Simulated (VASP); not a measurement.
SnTe, 2 atoms in the cell. Symmetry: F-43m, No. 216, cubic system. Conventional cell: a = 7.222 Å, b = 7.222 Å, c = 7.222 Å, α = 90.00°, β = 90.00°, γ = 90.00°. Within 4.1 Å of Sn (site symmetry -43m) lie 4 Te at 3.13 Å. Te (site symmetry -43m) has 4 Sn at 3.13 Å within 4.1 Å. 

```yaml
Program: VASP 6.6.1
Task: single point
Functional: LDA
Potentials_or_basis: VASP PAW LDA potentials, release 64 (Sn_d, Te)
Cutoff: 520 eV
k_mesh: 5 × 5 × 5
Occupations: gaussian, width 0.01 eV
Spin: no spin polarisation
Dipole_correction: no
Further_INCAR_settings: ALGO = Normal; EDIFF = 1e-06; NBANDS = 17
```

Potentials or basis: VASP PAW LDA potentials, release 64 (Sn_d, Te).

Run with:

```bash
$ cat potpaw_LDA.64/Sn_d/POTCAR potpaw_LDA.64/Te/POTCAR > POTCAR
$ mpirun -np 1 vasp_std > vasp.out
```

Hardware: 1 thread of Intel(R) Xeon(R) Platinum 8488C (Sapphire Rapids) (shared host).

**Question.** Estimate the wall time of this run.

**Answer.** Run time: 11 s on 1 thread of Intel(R) Xeon(R) Platinum 8488C (Sapphire Rapids), with other jobs on the host, peak memory 0.19 GiB. Counts: scf iterations 12, k points 10.
